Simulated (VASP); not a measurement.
# Zr (Im-3m) in VASP: further runs

Runs on Zr. Level: PBE. Tasks: electric field gradients.

All numbers are computed with VASP 6.6.1; they aren't measurements. Logs are shortened: lines on timing, memory, paths and dates and some standing lists are left out, and cuts for length are marked.

## 1. The cell of the first run

Symmetry: Im-3m, No. 229, cubic system. Conventional cell: a = 3.559 Å, b = 3.559 Å, c = 3.559 Å, α = 90.00°, β = 90.00°, γ = 90.00°. Zr (site symmetry m-3m) has 14 Zr at 3.08 to 3.56 Å within 4.1 Å.

This isn't the form of Zr at room conditions, which is hcp.

## 2. Electric field gradients, PBE (22.53 Å³/atom)

The input, INCAR:

```
SYSTEM = Zr
PREC = Accurate
ENCUT = 400
EDIFF = 1E-8
ISMEAR = -1
SIGMA = 0.08
LREAL = .FALSE.
LASPH = .TRUE.
NELM = 120
ALGO = Normal
ISIF = 2
LWAVE = .FALSE.
LCHARG = .FALSE.
GGA = PE
LEFG = .TRUE.
NBANDS = 12
GGA_COMPAT = .FALSE.
```

The input, KPOINTS:

```
Automatic mesh
0
G
  14 14 14
  0 0 0
```

The input, POSCAR:

```
Zr
1.0
   -1.7793161062      1.7793161062      1.7793161062
    1.7793161062     -1.7793161062      1.7793161062
    1.7793161062      1.7793161062     -1.7793161062
Zr
1
Direct
    0.0000000000      0.0000000000      0.0000000000
```

Potentials or basis: VASP PAW PBE potentials, release 64 (Zr_sv).

On the command line:

```sh
> cat potpaw_PBE.64/Zr_sv/POTCAR > POTCAR
> mpirun -np 1 vasp_std > vasp.out
```

OUTCAR:

```text
SYSTEM = Zr
   PREC = Accurate
   ENCUT = 400
   EDIFF = 1E-8
   ISMEAR = -1
   LREAL = .FALSE.
   LASPH = .TRUE.
   NELM = 120
   ISIF = 2
   GGA = PE

 ion  position               nearest neighbor table
   1  0.000  0.000  0.000-

  LATTYP: Found a body centered cubic cell.
 ALAT       =     3.5586322124

  Lattice vectors:

 A1 = (  -1.7793161062,   1.7793161062,   1.7793161062)
 A2 = (   1.7793161062,  -1.7793161062,   1.7793161062)
 A3 = (   1.7793161062,   1.7793161062,  -1.7793161062)

Analysis of symmetry for initial positions (statically):
=====================================================================
 Subroutine PRICEL returns:
 Original cell was already a primitive cell.

 Routine SETGRP: Setting up the symmetry group for a
 body centered cubic supercell.

 Subroutine GETGRP returns: Found 48 space group operations
 (whereof 48 operations were pure point group operations)
 out of a pool of 48 trial point group operations.

The static configuration has the point symmetry O_h .

Analysis of symmetry for dynamics (positions and initial velocities):
=====================================================================
 Subroutine PRICEL returns:
 Original cell was already a primitive cell.

 Routine SETGRP: Setting up the symmetry group for a
 body centered cubic supercell.

 Subroutine GETGRP returns: Found 48 space group operations
 (whereof 48 operations were pure point group operations)
 out of a pool of 48 trial point group operations.

The dynamic configuration has the point symmetry O_h .

 Subroutine INISYM returns: Found 48 space group operations
 (whereof 48 operations are pure point group operations),
 and found     1 'primitive' translations

----------------------------------------------------------------------------------------

                                     Primitive cell

  volume of cell :      22.5330

  direct lattice vectors                    reciprocal lattice vectors
    -1.779316106  1.779316106  1.779316106     0.000000000  0.281006842  0.281006842
     1.779316106 -1.779316106  1.779316106     0.281006842  0.000000000  0.281006842
     1.779316106  1.779316106 -1.779316106     0.281006842  0.281006842  0.000000000

  length of vectors
     3.081865899  3.081865899  3.081865899     0.397403687  0.397403687  0.397403687

  position of ions in fractional coordinates (direct lattice)
[... 118 lines left out ...]
  ext. energy  EPLUGINS =         0.00000000
  ---------------------------------------------------
  free energy    TOTEN  =        -8.45291884 eV

  energy without entropy =       -8.41551274  energy(sigma->0) =       -8.43421579

 E-fermi :   9.0774     XC(G=0): -11.2252

 val. band max:        9.0745018739   @ k =   0.5000   0.5000   0.1429
 cond. band min:       9.0792757400   @ k =   0.2857   0.2857   0.0000
 fundamental gap:      0.0047738661
 Fermi energy:         9.0774258675

 k-point     1 :       0.0000    0.0000    0.0000
  band No.  band energies     occupation
      1     -39.3494      2.00000
      2     -16.8151      2.00000
      3     -16.8151      2.00000
      4     -16.8151      2.00000
      5       3.6594      2.00000
      6      10.2171      0.00000
      7      10.2171      0.00000
      8      10.2171      0.00000
      9      12.7757      0.00000
     10      12.7757      0.00000
     11      21.5730      0.00000
     12      21.5730      0.00000
[... 331 lines left out ...]
 k-point    24 :       0.3571    0.2857    0.0000
  band No.  band energies     occupation
      1     -39.1559      2.00000
      2     -17.6348      2.00000
      3     -17.4703      2.00000
      4     -16.9480      2.00000
      5       7.6402      2.00000
      6       8.5157      1.99822
      7       8.9451      1.67881
      8      12.9582      0.00000
      9      13.3910      0.00000
     10      17.8801      0.00000
     11      18.3456      0.00000
     12      19.8097      0.00000

 [... further k-points ...]
[... 5 lines left out ...]
  --------------------------------------------------------------------------------------
  -------------------------------------------------------------------------------------
  Total        0.1563396      0.1563396      0.1563396     -0.0000000     -0.0000000      0.0000000
  in kB       11.1162965     11.1162965     11.1162965     -0.0000000     -0.0000000      0.0000000
  external PRESSURE =      11.1162965 kB  Pullay stress =       0.0000000 kB

 VOLUME and BASIS-vectors are now :
 -----------------------------------------------------------------------------
  energy-cutoff  :      400.00
  volume of cell :       22.53
      direct lattice vectors                 reciprocal lattice vectors
    -1.779316106  1.779316106  1.779316106     0.000000000  0.281006842  0.281006842
     1.779316106 -1.779316106  1.779316106     0.281006842  0.000000000  0.281006842
     1.779316106  1.779316106 -1.779316106     0.281006842  0.281006842  0.000000000

 POSITION                                       TOTAL-FORCE (eV/Angst)
 -----------------------------------------------------------------------------------
      0.00000      0.00000      0.00000         0.000000      0.000000     -0.000000
 -----------------------------------------------------------------------------------
    total drift:                                0.000000     -0.000000      0.000000

  FREE ENERGIE OF THE ION-ELECTRON SYSTEM (eV)
  ---------------------------------------------------
  free  energy   TOTEN  =        -8.4529188446 eV

  energy  without entropy=       -8.4155127371  energy(sigma->0) =       -8.43421579

 Electric field gradients (V/A^2)
---------------------------------------------------------------------
 ion       V_xx      V_yy      V_zz      V_xy      V_xz      V_yz
---------------------------------------------------------------------
   1       0.000     0.000    -0.000     0.000     0.000     0.000
---------------------------------------------------------------------

 Electric field gradients after diagonalization (V/A^2)
 (convention: |V_zz| > |V_xx| > |V_yy|)
----------------------------------------------------------------------
 ion       V_xx      V_yy      V_zz     asymmetry (V_yy - V_xx)/ V_zz
----------------------------------------------------------------------
   1      -0.000    -0.000     0.000       0.000
----------------------------------------------------------------------

           NMR quadrupolar parameters

 Cq : quadrupolar parameter    Cq=e*Q*V_zz/h
 eta: asymmetry parameters     (V_yy - V_xx)/ V_zz
 Q  : nuclear electric quadrupole moment in mb (millibarn)
----------------------------------------------------------------------
 ion       Cq(MHz)       eta       Q (mb)
----------------------------------------------------------------------
   1       0.000       0.000       1.000
----------------------------------------------------------------------
```

OSZICAR:

```text
N       E                     dE             d eps       ncg     rms          rms(c)
DAV:   1     0.711479077761E+02    0.71148E+02   -0.61358E+03  2520   0.828E+02
DAV:   2    -0.643330497493E+01   -0.77581E+02   -0.75282E+02  2912   0.243E+02
DAV:   3    -0.871550171832E+01   -0.22822E+01   -0.22528E+01  3644   0.350E+01
DAV:   4    -0.876160336645E+01   -0.46102E-01   -0.46079E-01  2892   0.488E+00
DAV:   5    -0.876288519325E+01   -0.12818E-02   -0.12818E-02  3552   0.602E-01    0.108E+01
DAV:   6    -0.849730145376E+01    0.26558E+00   -0.35283E-01  2700   0.550E+00    0.438E+00
DAV:   7    -0.845005658240E+01    0.47245E-01   -0.18214E-01  3036   0.377E+00    0.667E-01
DAV:   8    -0.845291951438E+01   -0.28629E-02   -0.10582E-02  2952   0.117E+00    0.882E-02
DAV:   9    -0.845293673316E+01   -0.17219E-04   -0.35516E-04  3224   0.155E-01    0.250E-02
DAV:  10    -0.845292371427E+01    0.13019E-04   -0.16184E-05  2944   0.424E-02    0.903E-03
DAV:  11    -0.845291808491E+01    0.56294E-05   -0.15755E-06  3636   0.120E-02    0.298E-03
DAV:  12    -0.845291846746E+01   -0.38254E-06   -0.40204E-08  3020   0.226E-03    0.693E-04
DAV:  13    -0.845291880333E+01   -0.33587E-06   -0.24638E-09  1740   0.605E-04    0.551E-05
DAV:  14    -0.845291882446E+01   -0.21126E-07   -0.37769E-10  1432   0.157E-04    0.205E-05
DAV:  15    -0.845291884206E+01   -0.17598E-07   -0.11880E-10  1376   0.730E-05    0.119E-05
DAV:  16    -0.845291884460E+01   -0.25407E-08   -0.40091E-11  1388   0.377E-05
   1 F= -.84529188E+01 E0= -.84342158E+01  d E =-.374061E-01
```

It took 33 s on 1 thread of Intel Xeon 8259CL, shared host; peak memory 0.13 GiB.

Results:

```
Free energy                             : -8.4529 eV
Pressure                                : 1.1 GPa
Band gap on the k mesh                  : zero (bands 6 and 7 overlap by 1.79 eV)
Largest electric field gradient by atom : zero within the noise of the run
```

## 3. Electric field gradients, PBE (22.30 Å³/atom)

This run uses another cell than the first one, of 22.30 Å³/atom.

The input, INCAR:

```
ALGO = Normal ; EDIFF = 1E-8
ENCUT = 400 ; GGA = PE
GGA_COMPAT = False ; ISIF = 2
ISMEAR = -1 ; LASPH = True
LCHARG = False ; LEFG = True
LREAL = False ; LWAVE = False
NBANDS = 12 ; NELM = 120
PREC = Accurate ; SIGMA = 0.08
```

The input, KPOINTS:

```
k-points
0
Gamma
  14 14 14
```

The input, POSCAR:

```
Zr
1.0
   -1.7730508568      1.7730508568      1.7730508568
    1.7730508568     -1.7730508568      1.7730508568
    1.7730508568      1.7730508568     -1.7730508568
Zr
1
Direct
    0.0000000000      0.0000000000      0.0000000000
```

Potentials or basis: VASP PAW PBE potentials, release 64 (Zr_sv).

On the command line:

```sh
> cat potpaw_PBE.64/Zr_sv/POTCAR > POTCAR
> mpirun -np 1 vasp_std > vasp.out
```

OUTCAR:

```text
EDIFF = 1E-8
   ENCUT = 400
   GGA = PE
   ISIF = 2
   ISMEAR = -1
   LASPH = True
   LREAL = False
   NELM = 120
   PREC = Accurate

 ion  position               nearest neighbor table
   1  0.000  0.000  0.000-

  LATTYP: Found a body centered cubic cell.
 ALAT       =     3.5461017136

  Lattice vectors:

 A1 = (  -1.7730508568,   1.7730508568,   1.7730508568)
 A2 = (   1.7730508568,  -1.7730508568,   1.7730508568)
 A3 = (   1.7730508568,   1.7730508568,  -1.7730508568)

Analysis of symmetry for initial positions (statically):
=====================================================================
 Subroutine PRICEL returns:
 Original cell was already a primitive cell.

 Routine SETGRP: Setting up the symmetry group for a
 body centered cubic supercell.

 Subroutine GETGRP returns: Found 48 space group operations
 (whereof 48 operations were pure point group operations)
 out of a pool of 48 trial point group operations.

The static configuration has the point symmetry O_h .

Analysis of symmetry for dynamics (positions and initial velocities):
=====================================================================
 Subroutine PRICEL returns:
 Original cell was already a primitive cell.

 Routine SETGRP: Setting up the symmetry group for a
 body centered cubic supercell.

 Subroutine GETGRP returns: Found 48 space group operations
 (whereof 48 operations were pure point group operations)
 out of a pool of 48 trial point group operations.

The dynamic configuration has the point symmetry O_h .

 Subroutine INISYM returns: Found 48 space group operations
 (whereof 48 operations are pure point group operations),
[... 151 lines left out ...]
      2     -16.6578      2.00000
      3     -16.6578      2.00000
      4     -16.6578      2.00000
      5       3.7640      2.00000
      6      10.3423      0.00000
      7      10.3423      0.00000
      8      10.3423      0.00000
      9      12.9301      0.00000
     10      12.9301      0.00000
     11      21.7279      0.00000
     12      21.7279      0.00000
[... 331 lines left out ...]
 k-point    24 :       0.3571    0.2857    0.0000
  band No.  band energies     occupation
      1     -39.0068      2.00000
      2     -17.5053      2.00000
      3     -17.3352      2.00000
      4     -16.7952      2.00000
      5       7.7412      2.00000
      6       8.6312      1.99832
      7       9.0731      1.65133
      8      13.1189      0.00000
      9      13.5594      0.00000
     10      18.1094      0.00000
     11      18.5771      0.00000
     12      20.0493      0.00000

 [... further k-points ...]
[... 5 lines left out ...]
  --------------------------------------------------------------------------------------
  -------------------------------------------------------------------------------------
  Total        0.2906170      0.2906170      0.2906170      0.0000000     -0.0000000      0.0000000
  in kB       20.8837252     20.8837252     20.8837252      0.0000000     -0.0000000      0.0000000
  external PRESSURE =      20.8837252 kB  Pullay stress =       0.0000000 kB

 VOLUME and BASIS-vectors are now :
 -----------------------------------------------------------------------------
  energy-cutoff  :      400.00
  volume of cell :       22.30
      direct lattice vectors                 reciprocal lattice vectors
    -1.773050857  1.773050857  1.773050857     0.000000000  0.281999807  0.281999807
     1.773050857 -1.773050857  1.773050857     0.281999807  0.000000000  0.281999807
     1.773050857  1.773050857 -1.773050857     0.281999807  0.281999807  0.000000000

 POSITION                                       TOTAL-FORCE (eV/Angst)
 -----------------------------------------------------------------------------------
      0.00000      0.00000      0.00000         0.000000     -0.000000      0.000000
 -----------------------------------------------------------------------------------
    total drift:                                0.000000     -0.000000      0.000000

  FREE ENERGIE OF THE ION-ELECTRON SYSTEM (eV)
  ---------------------------------------------------
  free  energy   TOTEN  =        -8.4501762156 eV

  energy  without entropy=       -8.4134940658  energy(sigma->0) =       -8.43183514

 Electric field gradients (V/A^2)
---------------------------------------------------------------------
 ion       V_xx      V_yy      V_zz      V_xy      V_xz      V_yz
---------------------------------------------------------------------
   1      -0.000    -0.000    -0.000    -0.000    -0.000    -0.000
---------------------------------------------------------------------

 Electric field gradients after diagonalization (V/A^2)
 (convention: |V_zz| > |V_xx| > |V_yy|)
----------------------------------------------------------------------
 ion       V_xx      V_yy      V_zz     asymmetry (V_yy - V_xx)/ V_zz
----------------------------------------------------------------------
   1       0.000     0.000    -0.000       0.000
----------------------------------------------------------------------

           NMR quadrupolar parameters

 Cq : quadrupolar parameter    Cq=e*Q*V_zz/h
 eta: asymmetry parameters     (V_yy - V_xx)/ V_zz
 Q  : nuclear electric quadrupole moment in mb (millibarn)
----------------------------------------------------------------------
 ion       Cq(MHz)       eta       Q (mb)
----------------------------------------------------------------------
   1      -0.000       0.000       1.000
----------------------------------------------------------------------
```

Run time: 37 s. Hardware: 1 thread of Intel Xeon 8259CL, shared host; peak memory 0.13 GiB.

Results:

```yaml
Free_energy: -8.4502 eV
Pressure: 2.1 GPa
Band_gap_on_the_k_mesh: zero (bands 6 and 7 overlap by 1.80 eV)
Largest_electric_field_gradient_by_atom: zero within the noise of the run
```

[end of part 1 of 2]
